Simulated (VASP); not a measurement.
A run of VASP 6.6.1 is set up as follows.

Contents of INCAR:

```
ALGO = Normal ; EDIFF = 1E-7
ENCUT = 520 ; GGA = PE
ISIF = 2 ; ISMEAR = 0
LASPH = T ; LCHARG = T
LELF = T ; LREAL = F
LVHAR = T ; LWAVE = F
NBANDS = 41 ; NELM = 60
PREC = Accurate ; SIGMA = 0.1
```

File KPOINTS:

```
k-points
0
Gamma
  2 2 2
```

The input POSCAR:

```
Ti5Si
1.0
    2.5881446878      1.4632273258      4.4483080099
   -2.5230840997      1.4504458811      4.4155398125
    0.0214612383     -2.8797452988      4.4207959760
Ti Si
5 1
Direct
    0.1536244382      0.1798274727      0.1474436636
    0.6026145207      0.3887407449      0.0293315758
   -0.0331386840      0.6294481188      0.4008227114
    0.8265757420      0.8522278747      0.8467902262
    0.4015611026     -0.0222253565      0.6210530498
    0.5150708304      0.4990478380      0.4830431954
```

Potentials or basis: VASP PAW PBE potentials, release 64 (Ti_sv, Si).

The run is started by

```console
$ cat potpaw_PBE.64/Ti_sv/POTCAR potpaw_PBE.64/Si/POTCAR > POTCAR
$ mpirun -np 1 vasp_std > vasp.out
```

(1) Predict the band gap on the k mesh.

(2) Estimate the pressure.

(3) What does it give for the largest force?

## Answers

(1) zero (band 32 reaches 9.04 eV, above the bottom of band 33 at 8.68 eV).

(2) 2.0 GPa.

(3) 1.831 eV/Å.

Caveat: the k points lie up to 0.76 Å⁻¹ apart; forces of over 1 eV/Å act on the atoms, so gaps and moduli don't describe the material at rest.
